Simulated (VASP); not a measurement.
# Al2InAs3 (I-4m2) in VASP: further runs

The runs below take Al2InAs3 through relaxation of cell and atoms, single point, with PBE.

All numbers are computed with VASP 6.6.1; they aren't measurements. Logs are shortened: lines on timing, memory, paths and dates and some standing lists are left out, and cuts for length are marked.

## Step 1: The cell of the first run

It takes space group I-4m2 (No. 119, tetragonal). Conventional cell: a = 3.926 Å, b = 3.926 Å, c = 16.656 Å, α = 90.00°, β = 90.00°, γ = 90.00°. Al (site symmetry 2mm) has 4 As at 2.40 Å within 3.2 Å. In (site symmetry -4m2) has 4 As at 2.40 Å within 3.2 Å. As (site symmetry 2mm) has 2 In at 2.40 Å and 2 Al at 2.40 Å within 3.2 Å. Within 3.2 Å of As (site symmetry -4m2) lie 4 Al at 2.40 Å.

## Step 2: Relaxation of cell and atoms, PBE

Input file INCAR:

```
SYSTEM = Al2InAs3
PREC = Accurate
ENCUT = 600
EDIFF = 1E-6
ISMEAR = 0
SIGMA = 0.1
LREAL = .False.
LASPH = .True.
NELM = 100
ALGO = Normal
ISIF = 3
LWAVE = .False.
LCHARG = .False.
GGA = PE
IBRION = 2
NSW = 90
EDIFFG = -0.04
```

Input file KPOINTS:

```
Automatic mesh
0
Gamma
  6 6 6
  0 0 0
```

Input file POSCAR:

```
Al2InAs3
1.0
   -1.9629459000      1.9629459000      8.3280741300
    1.9629459000     -1.9629459000      8.3280741300
    1.9629459000      1.9629459000     -8.3280741300
Al In As
2 1 3
Direct
    0.6666666700      0.6666666700      0.0000000000
    0.3333333300      0.3333333300      0.0000000000
    0.0000000000      0.0000000000      0.0000000000
    0.4166666700      0.9166666700      0.5000000000
    0.0833333300      0.5833333300      0.5000000000
    0.7500000000      0.2500000000      0.5000000000
```

Potentials or basis: VASP PAW PBE potentials, release 64 (Al, In_d, As).

The run is started by

```
$ cat potpaw_PBE.64/Al/POTCAR potpaw_PBE.64/In_d/POTCAR potpaw_PBE.64/As/POTCAR > POTCAR
$ mpirun -np 1 vasp_std > vasp.out
```

OUTCAR:

```text
SYSTEM = Al2InAs3
   PREC = Accurate
   ENCUT = 600
   EDIFF = 1E-6
   ISMEAR = 0
   LREAL = .False.
   LASPH = .True.
   NELM = 100
   ISIF = 3
   GGA = PE
   IBRION = 2
   NSW = 90
   EDIFFG = -0.04

 ion  position               nearest neighbor table
   1  0.667  0.667  0.000-   6 2.40   6 2.40   5 2.40   5 2.40
   2  0.333  0.333  0.000-   6 2.40   6 2.40   4 2.40   4 2.40
   3  0.000  0.000  0.000-   5 2.40   4 2.40   5 2.40   4 2.40
   4  0.417  0.917  0.500-   3 2.40   3 2.40   2 2.40   2 2.40
   5  0.083  0.583  0.500-   3 2.40   3 2.40   1 2.40   1 2.40
   6  0.750  0.250  0.500-   2 2.40   1 2.40   2 2.40   1 2.40

  LATTYP: Found a body centered tetragonal cell.
 ALAT       =     3.9258918000
 C/A-ratio  =     4.2426406810

  Lattice vectors:

 A1 = (  -1.9629459000,   1.9629459000,   8.3280741300)
 A2 = (   1.9629459000,  -1.9629459000,   8.3280741300)
 A3 = (   1.9629459000,   1.9629459000,  -8.3280741300)

Analysis of symmetry for initial positions (statically):
=====================================================================
 Subroutine PRICEL returns:
 Original cell was already a primitive cell.

 Routine SETGRP: Setting up the symmetry group for a
 body centered tetragonal supercell.

 Subroutine GETGRP returns: Found  8 space group operations
 (whereof  8 operations were pure point group operations)
 out of a pool of 16 trial point group operations.

The static configuration has the point symmetry D_2d.

Analysis of symmetry for dynamics (positions and initial velocities):
=====================================================================
 Subroutine PRICEL returns:
 Original cell was already a primitive cell.

 Routine SETGRP: Setting up the symmetry group for a
 body centered tetragonal supercell.

 Subroutine GETGRP returns: Found  8 space group operations
 (whereof  8 operations were pure point group operations)
 out of a pool of 16 trial point group operations.

The dynamic configuration has the point symmetry D_2d.

 Subroutine INISYM returns: Found  8 space group operations
 (whereof  8 operations are pure point group operations),
 and found     1 'primitive' translations

----------------------------------------------------------------------------------------

                                     Primitive cell

  volume of cell :     128.3575

  direct lattice vectors                    reciprocal lattice vectors
    -1.962945900  1.962945900  8.328074130     0.000000000  0.254719195  0.060037890
     1.962945900 -1.962945900  8.328074130     0.254719195  0.000000000  0.060037890
     1.962945900  1.962945900 -8.328074130     0.254719195  0.254719195  0.000000000

  length of vectors
     8.778560926  8.778560926  8.778560926     0.261699096  0.261699096  0.360227341

[... 75 lines left out ...]
   ions per type =               2   1   3
   NGX,Y,Z   is equivalent  to a cutoff of  13.26, 13.26, 13.26 a.u.
   NGXF,Y,Z  is equivalent  to a cutoff of  26.51, 26.51, 26.51 a.u.
 SYSTEM =  Al2InAs3
   PREC   = accura    normal or accurate (medium, high low for compatibility)
   ISTART =      0    job   : 0-new  1-cont  2-samecut
   ICHARG =      2    charge: 1-file 2-atom 10-const
   ISPIN  =      1    spin polarized calculation?
   LNONCOLLINEAR =      F non collinear calculations
   LSORBIT =      F    spin-orbit coupling
   LASPH  =      T    aspherical Exc in radial PAW
   ENCUT  =  600.0 eV  44.10 Ry    6.64 a.u.  17.53 17.53 17.53*2*pi/ulx,y,z
   NELM   =    100;   NELMIN=  2; NELMDL= -5     # of ELM steps
   EDIFF  = 0.1E-05   stopping-criterion for ELM
   LREAL  =      F    real-space projection
   EDIFFG = -.4E-01   stopping-criterion for IOM
   NSW    =     90    number of steps for IOM
   IBRION =      2    ionic relax: 0-MD 1-quasi-New 2-CG
   NFREE  =      1    steps in history (QN), initial steepest desc. (CG)
   ISIF   =      3    stress and relaxation
   ISYM   =      2    0-nonsym 1-usesym 2-fastsym
   POTIM  = 0.5000    time-step for ionic-motion
   TEBEG  =    0.0;   TEEND  =   0.0 temperature during run
   PSTRESS=    0.0 pullay stress
   NELECT =      34.0000    total number of electrons
   NUPDOWN=      -1.0000    fix difference up-down
   EMIN   =  10.00;   EMAX   =-10.00  energy-range for DOS
   EFERMI =   0.00;   METHOD = LEGACY
   ISMEAR =     0;   SIGMA  =   0.10  broadening in eV -4-tet -1-fermi 0-gaus
   EFERMI_NEDOS =   21; number of points for ismear=-14 and -15
   IALGO  =     38    algorithm
   IMIX   =      4    mixing-type and parameters
     AMIX     =   0.40;   BMIX     =  1.00
     AMIX_MAG =   1.60;   BMIX_MAG =  1.00
  volume/ion in A,a.u.               =      21.39       144.37
  Fermi-wavevector in a.u.,A,eV,Ry     =   1.051382  1.986825 15.039949  1.105405
  Thomas-Fermi vector in A             =   2.186423
   LORBIT       =      0    0 simple, 1 ext, 2 COOP (PROOUT), +10 PAW based schemes
   GGA     = PE    functional components
   LHFCALC =     F    Hartree Fock is set to
   AEXX    =    0.0000 exact exchange contribution
   IVDW    =     0    specifies the selected vdW correction
   LEPSILON=     F    determine dielectric tensor
   LRPA    =     F    only Hartree local field effects (RPA)
 conjugate gradient relaxation of ions
 non-spin polarized calculation
 Gauss-broadening in eV      SIGMA  =   0.10
  energy-cutoff  :      600.00
  volume of cell :      128.36
 maximum number of plane-waves:      4312
   NGX = 35   NGY = 35   NGZ = 35

--------------------------------------- Ionic step        1  -------------------------------------------

 number of electron      34.0000002 magnetization

 Free energy of the ion-electron system (eV)
  ---------------------------------------------------
  ext. energy  EPLUGINS =         0.00000000
  ---------------------------------------------------
  free energy    TOTEN  =       -25.03100283 eV

  energy without entropy =      -25.03100283  energy(sigma->0) =      -25.03100283

 E-fermi :   5.8866     XC(G=0):  -9.6035

 val. band max:        5.4566765955   @ k =   0.0000   0.0000   0.0000
 cond. band min:       6.6446622501   @ k =   0.5000   0.5000  -0.0000
 fundamental gap:      1.1879856546
 Fermi energy:         5.8866308514

 k-point     1 :       0.0000    0.0000    0.0000
  band No.  band energies     occupation
      1      -9.4905      2.00000
      2      -9.1709      2.00000
      3      -9.1709      2.00000
      4      -9.0439      2.00000
      5      -8.9682      2.00000
      6      -7.3766      2.00000
[... 886 lines left out ...]
--------------------------------------- Ionic step        9  -------------------------------------------

 number of electron      34.0000004 magnetization

 Free energy of the ion-electron system (eV)
  ---------------------------------------------------
  ext. energy  EPLUGINS =         0.00000000
  ---------------------------------------------------
  free energy    TOTEN  =       -26.39281157 eV

  energy without entropy =      -26.39281157  energy(sigma->0) =      -26.39281157

 E-fermi :   4.2474     XC(G=0):  -8.8999

 val. band max:        3.8101432798   @ k =   0.0000   0.0000   0.0000
 cond. band min:       4.6467954233   @ k =   0.0000   0.0000   0.0000
 fundamental gap:      0.8366521434
 Fermi energy:         4.2473779393

 k-point     1 :       0.0000    0.0000    0.0000
  band No.  band energies     occupation
      1     -10.4180      2.00000
      2     -10.2796      2.00000
      3     -10.2796      2.00000
      4     -10.2177      2.00000
      5     -10.2096      2.00000
      6      -7.8676      2.00000
[... 600 lines left out ...]
  FREE ENERGIE OF THE ION-ELECTRON SYSTEM (eV)
  ---------------------------------------------------
  free  energy   TOTEN  =       -26.3928115702 eV

  energy  without entropy=      -26.3928115702  energy(sigma->0) =      -26.39281157

 reached required accuracy - stopping structural energy minimisation
```

OSZICAR:

```text
N       E                     dE             d eps       ncg     rms          rms(c)
DAV:   1     0.246620726799E+03    0.24662E+03   -0.15475E+04  1260   0.171E+03
DAV:   2     0.550247536054E+01   -0.24112E+03   -0.23302E+03  1328   0.361E+02
DAV:   3    -0.246595763844E+02   -0.30162E+02   -0.27859E+02  1659   0.116E+02
[... 89 lines left out ...]
DAV:   1    -0.263937743479E+02   -0.15071E-02   -0.44133E-02  1687   0.267E+00    0.227E-01
DAV:   2    -0.263929884566E+02    0.78589E-03   -0.32729E-03  1735   0.844E-01    0.795E-02
DAV:   3    -0.263928146058E+02    0.17385E-03   -0.52645E-04  1770   0.311E-01    0.439E-02
DAV:   4    -0.263928122350E+02    0.23708E-05   -0.27225E-05  1460   0.400E-02    0.201E-02
DAV:   5    -0.263928115702E+02    0.66480E-06   -0.91681E-06  1705   0.419E-02
   9 F= -.26392812E+02 E0= -.26392812E+02  d E =-.543506E-03
```

CONTCAR:

```text
Al2InAs3
   1.00000000000000
    -2.0770296781808519    2.0770296781808519    8.8230412616555594
     2.0770296781808519   -2.0770296781808519    8.8230412616555594
     2.0770296781808519    2.0770296781808519   -8.8230412616555594
  Al              In              As
     2     1     3
Direct
     0.6707404537111823    0.6707404537111823    1.0000000000000000
     0.3292595462888179    0.3292595462888179    0.0000000000000000
     0.0000000000000000    0.0000000000000000    0.0000000000000000
     0.4072548849405588    0.9072548849405589    0.5000000000000000
     0.0927451150594412    0.5927451150594411    0.5000000000000000
     0.7500000000000000    0.2500000000000000    0.5000000000000000

  0.00000000E+00  0.00000000E+00  0.00000000E+00
  0.00000000E+00  0.00000000E+00  0.00000000E+00
  0.00000000E+00  0.00000000E+00  0.00000000E+00
  0.00000000E+00  0.00000000E+00  0.00000000E+00
  0.00000000E+00  0.00000000E+00  0.00000000E+00
  0.00000000E+00  0.00000000E+00  0.00000000E+00
```

Run time: 45 min. Hardware: 1 thread of AMD EPYC 7R43 (Zen 3), shared host; peak memory 0.79 GiB.

Results:

* Free energy: -26.3928 eV
* Relaxed volume: 25.38 Å³/atom
* Relaxed cell: a = 9.299 Å, b = 9.299 Å, c = 9.299 Å, α = 154.19°, β = 154.19°, γ = 36.83°
* Space group after relaxing (to 0.1 Å): I-4m2 (No. 119)
* Energy gained by relaxing: 227.0 meV/atom
* Ionic steps: 9
* Pressure after relaxing: 0.0 GPa
* Largest force after relaxing: 0.010 eV/Å
* Band gap on the k mesh: 0.84 eV

Forces in eV/Å, atoms in the order of the input:
```
Al   0.000  0.000 -0.010
Al   0.000  0.000  0.010
In   0.000  0.000  0.000
As   0.000  0.000  0.002
As   0.000  0.000 -0.002
As   0.000  0.000  0.000
```

The path:
| step | energy change (eV) | largest force (eV/Å) | pressure (GPa) | volume (Å³) |
| --- | --- | --- | --- | --- |
| 1 | 0.0000 | 2.3298 | 16.47 | 128.36 |
| 2 | -0.8836 | 0.4630 | -5.79 | 173.68 |
| 3 | -1.2764 | 0.6227 | -0.56 | 154.45 |
| 4 | -1.2763 | 0.6443 | -0.36 | 153.89 |
| 5 | -1.3193 | 0.4129 | -0.08 | 152.90 |
| 6 | -1.3548 | 0.2217 | 0.62 | 150.82 |
| 7 | -1.3606 | 0.0543 | -0.34 | 153.20 |
| 8 | -1.3613 | 0.0599 | -0.11 | 152.61 |
| 9 | -1.3618 | 0.0104 | 0.03 | 152.25 |

Final structure:
```xyz
6
Lattice="-2.0770 2.0770 8.8230 2.0770 -2.0770 8.8230 2.0770 2.0770 -8.8230" Properties=species:S:1:pos:R:3 pbc="T T T"
Al    2.0770    2.0770    3.0129
Al    0.0000    0.0000    5.8101
In    0.0000    0.0000    0.0000
As    2.0770    0.0000    7.1865
As    2.0770    0.0000    1.6366
As    0.0000    2.0770    4.4115
```

Caveat: the volume moved by over 15 % at a fixed basis, so the end points are rough; spin-orbit coupling is left out, which moves the levels of the heavy elements.

## Step 3: Single point, PBE

This run uses another cell than the first one, of 25.35 Å³/atom.

Input file INCAR:

```
SYSTEM = Al2InAs3
ALGO = Normal
EDIFF = 1E-7
ENCUT = 520
GGA = PE
ISIF = 2
ISMEAR = 0
LASPH = .True.
LCHARG = .True.
LELF = .True.
LREAL = .False.
LVHAR = .True.
LWAVE = .False.
NBANDS = 26
NELM = 60
PREC = Accurate
SIGMA = 0.02
```

Input file KPOINTS:

```
k-points
0
Gamma
  10 10 10
  0 0 0
```

Input file POSCAR:

```
Al2InAs3
1.0
   -2.0750725192      2.0750725192      8.8307484577
    2.0750725192     -2.0750725192      8.8307484577
    2.0750725192      2.0750725192     -8.8307484577
Al In As
2 1 3
Direct
    0.6706647140      0.6706647140      0.0000000000
    0.3293352860      0.3293352860      0.0000000000
    0.0000000000      0.0000000000      0.0000000000
    0.4073036446      0.9073036446      0.5000000000
    0.0926963554      0.5926963554      0.5000000000
    0.7500000000      0.2500000000      0.5000000000
```

Potentials or basis: VASP PAW PBE potentials, release 64 (Al, In_d, As).

The run is started by

```
$ cat potpaw_PBE.64/Al/POTCAR potpaw_PBE.64/In_d/POTCAR potpaw_PBE.64/As/POTCAR > POTCAR
$ mpirun -np 1 vasp_std > vasp.out
```

Run time: 30 min. Hardware: 1 thread of AMD EPYC 7R43 (Zen 3), shared host; peak memory 0.89 GiB.

It converged, with:

* Free energy: -26.4076 eV
* Pressure: 0.1 GPa
* Band gap on the k mesh: 0.84 eV

Forces in eV/Å, atoms in the order of the input:
```
Al   0.000  0.000  0.002
Al   0.000  0.000 -0.002
In   0.000  0.000  0.000
As   0.000  0.000  0.003
As   0.000  0.000 -0.003
As   0.000  0.000  0.000
```

Levels at points of the mesh, in eV from the valence-band top:
| k point | band 13 | band 14 | band 15 | band 16 | band 17 | band 18 | band 19 | band 20 | band 21 | band 22 |
| --- | --- | --- | --- | --- | --- | --- | --- | --- | --- | --- |
| (0.00, 0.00, 0.00) | -1.64 | -1.64 | -0.19 | 0.00 | 0.00 | 0.84 | 1.68 | 2.09 | 2.66 | 3.11 |
| (0.50, 0.00, 0.00) | -2.24 | -1.21 | -1.18 | -0.90 | -0.47 | 1.47 | 2.61 | 2.82 | 4.20 | 4.55 |
| (0.50, 0.50, 0.00) | -2.76 | -2.63 | -2.61 | -2.16 | -2.15 | 1.48 | 2.00 | 3.05 | 3.15 | 3.78 |
| (0.50, 0.50, 0.50) | -2.09 | -1.03 | -1.03 | -0.55 | -0.55 | 1.47 | 2.08 | 2.79 | 3.02 | 3.07 |

Caveat: spin-orbit coupling is left out, which moves the levels of the heavy elements. A k mesh can miss the band edges.
